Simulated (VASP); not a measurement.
# SiC (R3m) in VASP: further runs

Runs on SiC. Level: PBE. Tasks: single point.

Program: VASP 6.6.1. These are calculated values, not measurements. Logs are shortened: lines on timing, memory, paths and dates and some standing lists are left out, and cuts for length are marked.

**1. The cell of the first run**

It takes space group R3m (No. 160, trigonal). The conventional cell has a = 3.049 Å, b = 3.049 Å, c = 7.560 Å, α = 90.00°, β = 90.00°, γ = 120.00°. Si (site symmetry 3m) has 4 C at 1.87 to 1.88 Å within 2.5 Å. Within 2.5 Å of C (site symmetry 3m) lie 4 Si at 1.87 to 1.88 Å.

**2. Single point, PBE (epitaxial 111 strain -1.0%)**

INCAR

```
PREC     = Accurate       # precision mode
ENCUT    = 520            # plane-wave cutoff, eV
EDIFF    = 1E-7           # SCF threshold, eV
ISMEAR   = 0              # smearing method
SIGMA    = 0.01           # smearing width, eV
LREAL    = False          # projectors in reciprocal space
LASPH    = True           # aspherical terms in the spheres
NELM     = 100            # most SCF steps
ALGO     = Normal         # electronic algorithm
ISIF     = 2              # what is computed and relaxed
LWAVE    = False          # write WAVECAR
LCHARG   = False          # write CHGCAR
GGA      = PE             # functional
NBANDS   = 11             # bands
```

KPOINTS

```
Automatic mesh
0
Gamma
  6 6 6
```

POSCAR

```
SiC
1.0
    0.0174216866      2.1736935141      2.1736935141
    2.1736935141      0.0174216866      2.1736935141
    2.1736935141      2.1736935141      0.0174216866
Si C
1 1
Direct
    0.0003774063      0.0003774063      0.0003774063
    0.2496225937      0.2496225937      0.2496225937
```

Potentials or basis: VASP PAW PBE potentials, release 64 (Si, C).

Run with:

```
$ cat potpaw_PBE.64/Si/POTCAR potpaw_PBE.64/C/POTCAR > POTCAR
$ mpirun -np 1 vasp_std > vasp.out
```

OUTCAR:

```text
PREC = Accurate
   ENCUT = 520
   EDIFF = 1E-7
   ISMEAR = 0
   LREAL = False
   LASPH = True
   NELM = 100
   ISIF = 2
   GGA = PE

 ion  position               nearest neighbor table
   1  0.000  0.000  0.000-   2 1.87   2 1.87   2 1.87   2 1.88
   2  0.250  0.250  0.250-   1 1.87   1 1.87   1 1.87   1 1.88

  LATTYP: Found a trigonal (rhomboedric) cell.
 ALAT       =     3.0741162147
 COS(alpha) =     0.5079984691

  Lattice vectors:

 A1 = (   0.0174216866,   2.1736935141,   2.1736935141)
 A2 = (   2.1736935141,   0.0174216866,   2.1736935141)
 A3 = (   2.1736935141,   2.1736935141,   0.0174216866)

Analysis of symmetry for initial positions (statically):
=====================================================================
 Subroutine PRICEL returns:
 Original cell was already a primitive cell.

 Routine SETGRP: Setting up the symmetry group for a
 trigonal (rhombohedral) supercell.

 Subroutine GETGRP returns: Found  6 space group operations
 (whereof  6 operations were pure point group operations)
 out of a pool of 12 trial point group operations.

The static configuration has the point symmetry C_3v.

Analysis of symmetry for dynamics (positions and initial velocities):
=====================================================================
 Subroutine PRICEL returns:
 Original cell was already a primitive cell.

 Routine SETGRP: Setting up the symmetry group for a
 trigonal (rhombohedral) supercell.

 Subroutine GETGRP returns: Found  6 space group operations
 (whereof  6 operations were pure point group operations)
 out of a pool of 12 trial point group operations.

The dynamic configuration has the point symmetry C_3v.

 Subroutine INISYM returns: Found  6 space group operations
 (whereof  6 operations are pure point group operations),
 and found     1 'primitive' translations

----------------------------------------------------------------------------------------

                                     Primitive cell

  volume of cell :      20.2942

  direct lattice vectors                    reciprocal lattice vectors
     0.017421687  2.173693514  2.173693514    -0.232807243  0.230956179  0.230956179
     2.173693514  0.017421687  2.173693514     0.230956179 -0.232807243  0.230956179
     2.173693514  2.173693514  0.017421687     0.230956179  0.230956179 -0.232807243

  length of vectors
     3.074116215  3.074116215  3.074116215     0.401099396  0.401099396  0.401099396

  position of ions in fractional coordinates (direct lattice)
     0.000377406  0.000377406  0.000377406
     0.249622594  0.249622594  0.249622594

  ion indices of the primitive-cell ions
   primitive index   ion index
                 1           1
                 2           2

----------------------------------------------------------------------------------------

 KPOINTS: Automatic mesh

Automatic generation of k-mesh.
 Grid dimensions read from file:
 generate k-points for:    6    6    6

 Generating k-lattice:

  Cartesian coordinates                     Fractional coordinates (reciprocal lattice)
    -0.038801207  0.038492696  0.038492696     0.166666667  0.000000000 -0.000000000
     0.038492696 -0.038801207  0.038492696     0.000000000  0.166666667 -0.000000000
     0.038492696  0.038492696 -0.038801207     0.000000000  0.000000000  0.166666667

  Length of vectors
     0.066849899  0.066849899  0.066849899

  Shift w.r.t. Gamma in fractional coordinates (k-lattice)
     0.000000000  0.000000000  0.000000000

 Subroutine IBZKPT returns following result:
 ===========================================

 Found     32 irreducible k-points:

 Following reciprocal coordinates:
            Coordinates               Weight
  0.000000  0.000000  0.000000      1.000000
  0.166667  0.000000  0.000000      6.000000
  0.333333 -0.000000 -0.000000      6.000000
  0.500000  0.000000 -0.000000      3.000000
  0.166667  0.166667  0.000000      6.000000
  0.333333  0.166667 -0.000000     12.000000
[... 16 lines left out ...]
  0.500000  0.500000  0.166667      6.000000
 -0.333333  0.500000  0.166667     12.000000
 [... further k-points ...]
   k-points           NKPTS =     32   k-points in BZ     NKDIM =     32   number of bands    NBANDS=     11
   number of dos      NEDOS =    301   number of ions     NIONS =      2
   total plane-waves  NPLWV =  13824
   dimension x,y,z NGX =    24 NGY =   24 NGZ =   24
   dimension x,y,z NGXF=    48 NGYF=   48 NGZF=   48
   ions per type =               1   1
   NGX,Y,Z   is equivalent  to a cutoff of  12.98, 12.98, 12.98 a.u.
   NGXF,Y,Z  is equivalent  to a cutoff of  25.96, 25.96, 25.96 a.u.
 SYSTEM =  unknown system
   PREC   = accura    normal or accurate (medium, high low for compatibility)
   ISTART =      0    job   : 0-new  1-cont  2-samecut
   ICHARG =      2    charge: 1-file 2-atom 10-const
   ISPIN  =      1    spin polarized calculation?
   LNONCOLLINEAR =      F non collinear calculations
   LSORBIT =      F    spin-orbit coupling
   LASPH  =      T    aspherical Exc in radial PAW
   ENCUT  =  520.0 eV  38.22 Ry    6.18 a.u.   5.72  5.72  5.72*2*pi/ulx,y,z
   NELM   =    100;   NELMIN=  2; NELMDL= -5     # of ELM steps
   EDIFF  = 0.1E-06   stopping-criterion for ELM
   LREAL  =      F    real-space projection
   EDIFFG = 0.1E-05   stopping-criterion for IOM
   NSW    =      0    number of steps for IOM
   IBRION =     -1    ionic relax: 0-MD 1-quasi-New 2-CG
   NFREE  =      0    steps in history (QN), initial steepest desc. (CG)
   ISIF   =      2    stress and relaxation
   ISYM   =      2    0-nonsym 1-usesym 2-fastsym
   POTIM  = 0.5000    time-step for ionic-motion
   TEBEG  =    0.0;   TEEND  =   0.0 temperature during run
   PSTRESS=    0.0 pullay stress
   NELECT =       8.0000    total number of electrons
   NUPDOWN=      -1.0000    fix difference up-down
   EMIN   =  10.00;   EMAX   =-10.00  energy-range for DOS
   EFERMI =   0.00;   METHOD = LEGACY
   ISMEAR =     0;   SIGMA  =   0.01  broadening in eV -4-tet -1-fermi 0-gaus
   EFERMI_NEDOS =   21; number of points for ismear=-14 and -15
   IALGO  =     38    algorithm
   IMIX   =      4    mixing-type and parameters
     AMIX     =   0.40;   BMIX     =  1.00
     AMIX_MAG =   1.60;   BMIX_MAG =  1.00
  volume/ion in A,a.u.               =      10.15        68.48
  Fermi-wavevector in a.u.,A,eV,Ry     =   1.200367  2.268365 19.604378  1.440881
  Thomas-Fermi vector in A             =   2.336205
   LORBIT       =      0    0 simple, 1 ext, 2 COOP (PROOUT), +10 PAW based schemes
   GGA     = PE    functional components
   LHFCALC =     F    Hartree Fock is set to
   AEXX    =    0.0000 exact exchange contribution
   IVDW    =     0    specifies the selected vdW correction
   LEPSILON=     F    determine dielectric tensor
   LRPA    =     F    only Hartree local field effects (RPA)
 non-spin polarized calculation
 Gauss-broadening in eV      SIGMA  =   0.01
  energy-cutoff  :      520.00
  volume of cell :       20.29
 maximum number of plane-waves:       556
   NGX = 11   NGY = 11   NGZ = 11

 number of electron       8.0000000 magnetization

 Free energy of the ion-electron system (eV)
  ---------------------------------------------------
  ext. energy  EPLUGINS =         0.00000000
  ---------------------------------------------------
  free energy    TOTEN  =       -15.03023363 eV

  energy without entropy =      -15.03023363  energy(sigma->0) =      -15.03023363

 E-fermi :   8.4250     XC(G=0): -11.4392

 val. band max:        8.3749187634   @ k =   0.0000   0.0000   0.0000
 cond. band min:       9.6629355454   @ k =   0.5000   0.5000  -0.0000
 fundamental gap:      1.2880167820
 Fermi energy:         8.4250211656

 k-point     1 :       0.0000    0.0000    0.0000
  band No.  band energies     occupation
      1      -7.2262      2.00000
      2       8.2527      2.00000
      3       8.3749      2.00000
      4       8.3749      2.00000
      5      14.7365      0.00000
      6      15.6558      0.00000
      7      15.8597      0.00000
      8      15.8597      0.00000
      9      22.9489      0.00000
     10      22.9489      0.00000
     11      25.1109      0.00000

 k-point     2 :       0.1667    0.0000    0.0000
  band No.  band energies     occupation
      1      -6.6750      2.00000
      2       5.9868      2.00000
      3       7.9374      2.00000
      4       8.0318      2.00000
      5      14.7804      0.00000
      6      16.1731      0.00000
      7      16.3692      0.00000
      8      16.9474      0.00000
      9      21.3065      0.00000
     10      21.4401      0.00000
     11      24.1381      0.00000

 k-point     3 :       0.3333   -0.0000   -0.0000
  band No.  band energies     occupation
      1      -5.1113      2.00000
      2       2.1273      2.00000
      3       7.4284      2.00000
      4       7.4969      2.00000
      5      14.1305      0.00000
      6      15.9757      0.00000
      7      16.1055      0.00000
      8      18.3995      0.00000
      9      22.5952      0.00000
     10      22.8906      0.00000
     11      23.8061      0.00000

 k-point     4 :       0.5000    0.0000   -0.0000
  band No.  band energies     occupation
      1      -3.5563      2.00000
      2      -0.2983      2.00000
      3       7.2237      2.00000
      4       7.2794      2.00000
      5      13.8792      0.00000
      6      15.5340      0.00000
      7      15.6613      0.00000
      8      18.4761      0.00000
      9      24.7585      0.00000
     10      25.6490      0.00000
     11      25.9514      0.00000
[... 239 lines left out ...]
 k-point    22 :      -0.1667    0.3333    0.1667
  band No.  band energies     occupation
      1      -3.7948      2.00000
      2       2.3400      2.00000
      3       4.1937      2.00000
      4       5.8691      2.00000
      5      13.2237      0.00000
      6      16.1677      0.00000
      7      16.9826      0.00000
      8      20.1297      0.00000
      9      21.8908      0.00000
     10      25.3902      0.00000
     11      29.2546      0.00000

 k-point    23 :       0.5000    0.5000    0.1667
  band No.  band energies     occupation
      1      -2.8514      2.00000
      2       1.4519      2.00000
      3       3.8819      2.00000
      4       5.5988      2.00000
      5      11.1283      0.00000
      6      14.5917      0.00000
      7      20.7994      0.00000
      8      20.8122      0.00000
      9      22.6915      0.00000
     10      26.5270      0.00000
     11      30.1557      0.00000

 k-point    24 :      -0.3333    0.5000    0.1667
  band No.  band energies     occupation
      1      -1.9381      2.00000
      2       1.0027      2.00000
      3       3.7456      2.00000
      4       3.8945      2.00000
      5      12.3380      0.00000
      6      15.5381      0.00000
      7      19.3225      0.00000
      8      20.7516      0.00000
      9      22.7442      0.00000
     10      26.2488      0.00000
     11      29.8047      0.00000

 [... further k-points ...]
[... 5 lines left out ...]
  --------------------------------------------------------------------------------------
  -------------------------------------------------------------------------------------
  Total        0.9884303      0.9884303      0.9884303     -0.2630459     -0.2630459     -0.2630459
  in kB       78.0340938     78.0340938     78.0340938    -20.7668117    -20.7668117    -20.7668117
  external PRESSURE =      78.0340938 kB  Pullay stress =       0.0000000 kB

 VOLUME and BASIS-vectors are now :
 -----------------------------------------------------------------------------
  energy-cutoff  :      520.00
  volume of cell :       20.29
      direct lattice vectors                 reciprocal lattice vectors
     0.017421687  2.173693514  2.173693514    -0.232807243  0.230956179  0.230956179
     2.173693514  0.017421687  2.173693514     0.230956179 -0.232807243  0.230956179
     2.173693514  2.173693514  0.017421687     0.230956179  0.230956179 -0.232807243

 POSITION                                       TOTAL-FORCE (eV/Angst)
 -----------------------------------------------------------------------------------
      0.00165      0.00165      0.00165         0.006645      0.006645      0.006645
      1.08955      1.08955      1.08955        -0.006645     -0.006645     -0.006645
 -----------------------------------------------------------------------------------
    total drift:                                0.000006      0.000006      0.000006

  FREE ENERGIE OF THE ION-ELECTRON SYSTEM (eV)
  ---------------------------------------------------
  free  energy   TOTEN  =       -15.0302336285 eV

  energy  without entropy=      -15.0302336285  energy(sigma->0) =      -15.03023363
```

Wall time 16 s (1 thread of Intel Xeon 8259CL, shared host); peak memory 0.1 GiB.

Results:

```
Free energy            : -15.0302 eV
Pressure               : 7.8 GPa
Largest force          : 0.012 eV/Å
Band gap on the k mesh : 1.29 eV, indirect (least direct gap 4.48 eV)
```

Forces on the atoms (eV/Å):
```
Si   0.007  0.007  0.007
C   -0.007 -0.007 -0.007
```

Stress tensor (GPa, compression positive):
```
 7.80 -2.08 -2.08
-2.08  7.80 -2.08
-2.08 -2.08  7.80
```

Caveat: the k points lie up to 0.42 Å⁻¹ apart; the cell differs from its parent crystal (epitaxial 111 strain -1.0%).

**3. Single point, PBE (epitaxial 111 strain +1.0%)**

INCAR

```
PREC = Accurate
ENCUT = 520
EDIFF = 1E-6
ISMEAR = 0
SIGMA = 0.01
LREAL = F
LASPH = T
NELM = 60
ALGO = Normal
ISIF = 2
LWAVE = F
LCHARG = F
GGA = PE
NBANDS = 11
```

KPOINTS is that of step 2.

POSCAR

```
SiC
1.0
   -0.0169860927      2.1828467819      2.1828467819
    2.1828467819     -0.0169860927      2.1828467819
    2.1828467819      2.1828467819     -0.0169860927
Si C
1 1
Direct
   -0.0003253515     -0.0003253515     -0.0003253515
    0.2503253515      0.2503253515      0.2503253515
```

Potentials or basis: VASP PAW PBE potentials, release 64 (Si, C).

Run with:

```
$ cat potpaw_PBE.64/Si/POTCAR potpaw_PBE.64/C/POTCAR > POTCAR
$ mpirun -np 1 vasp_std > vasp.out
```

Wall time 15 s (1 thread of Intel Xeon 8259CL, shared host); peak memory 0.1 GiB.

The run converged. Its results:

```yaml
Free_energy: -15.0474 eV
Pressure: -0.4 GPa
Largest_force: 0.012 eV/Å
Band_gap_on_the_k_mesh: 1.29 eV, indirect (least direct gap 4.45 eV)
```

Forces in eV/Å, atoms in the order of the input:
```
Si  -0.007 -0.007 -0.007
C    0.007  0.007  0.007
```

Stress tensor (GPa, compression positive):
```
-0.41  1.87  1.87
 1.87 -0.41  1.87
 1.87  1.87 -0.41
```

Levels at points of the mesh, in eV from the valence-band top:
| k point | band 1 | band 2 | band 3 | band 4 | band 5 | band 6 | band 7 | band 8 |
| --- | --- | --- | --- | --- | --- | --- | --- | --- |
| (0.00, 0.00, 0.00) | -15.34 | -0.10 | -0.10 | 0.00 | 5.93 | 7.03 | 7.03 | 7.31 |
| (0.50, 0.00, 0.00) | -11.87 | -8.53 | -1.11 | -1.07 | 5.26 | 7.06 | 7.18 | 9.91 |
| (0.50, 0.50, 0.00) | -10.40 | -7.81 | -3.29 | -3.16 | 1.29 | 4.19 | 13.73 | 13.77 |
| (0.50, 0.50, 0.50) | -11.75 | -8.48 | -1.19 | -1.19 | 5.04 | 6.98 | 6.98 | 9.84 |

Caveat: the cell differs from its parent crystal (epitaxial 111 strain +1.0%).
